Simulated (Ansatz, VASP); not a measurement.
**Ta: VASP beside Ansatz**

File INCAR:

```
SYSTEM = Ta
  PREC = Accurate
  ENCUT = 520
  EDIFF = 1E-6
  ISMEAR = 0
  SIGMA = 0.15
  LREAL = .False.
  LASPH = .True.
  NELM = 60
  ALGO = Normal
  ISIF = 2
  LWAVE = .False.
  LCHARG = .False.
  GGA = PS
  NBANDS = 12
```

KPOINTS

```
regular mesh
0
Gamma
  20 20 20
  0 0 0
```

POSCAR

```
Ta
1.0
   -1.6265108000      1.6512800000      1.6512800000
    1.6265108000     -1.6512800000      1.6512800000
    1.6265108000      1.6512800000     -1.6512800000
Ta
1
Direct
    0.0000000000      0.0000000000      0.0000000000
```

Input for Ansatz:

```yaml
crystal:
  lattice:
    - [-1.6265108, 1.65128, 1.65128]
    - [1.6265108, -1.65128, 1.65128]
    - [1.6265108, 1.65128, -1.65128]
  atoms:
    - { symbol: Ta, position: [0.0, 0.0, 0.0] }
basis:
  ecutwfc: 420
kpoints:
  mp_grid: { grid: [20, 20, 20] }
hamiltonian:
  xc: pbesol
scf:
  occupations: { method: gaussian, width: 0.15 }
output:
  forces: true
  stress: true
  eigenvalues: true
```

Change from the starting cell: strain -0.0150 x Voigt [1, 0, 0, 0, 0, 0], atoms carried along.

Alike in both runs: task single point; functional PBEsol; k mesh 20 × 20 × 20; occupations gaussian, width 0.15 eV; no spin polarisation.

```csv
,VASP,Ansatz
version,VASP 6.6.1,Ansatz 0.2.0
potentials or method,"VASP PAW PBE potentials, release 64 (Ta_pv), cutoff 520 eV","scalar-relativistic, plane waves, PAW"
valence electrons in the cell,11,13
```

Ansatz gave:

| Item | Value |
| --- | --- |
| gap on the k mesh at the Fermi level (eV) | none |
| pressure (GPa) | -0.7 |
| traceless stress, the component that is largest in VASP (GPa) | 1.29 |

Question: What did VASP give for the same quantities?

Answer: gap on the k mesh at the Fermi level (eV): none; pressure (GPa): -0.5; traceless stress, the component that is largest in VASP (GPa): 1.29.

VASP's potentials were made for PBE, not for PBEsol. A gap of «none» marks a metal or a gap that the smearing closes. VASP's potentials hold 11 valence electrons a cell and Ansatz's 13, so a difference there can come from the potentials and not from the codes.

Spin-orbit coupling is off throughout.
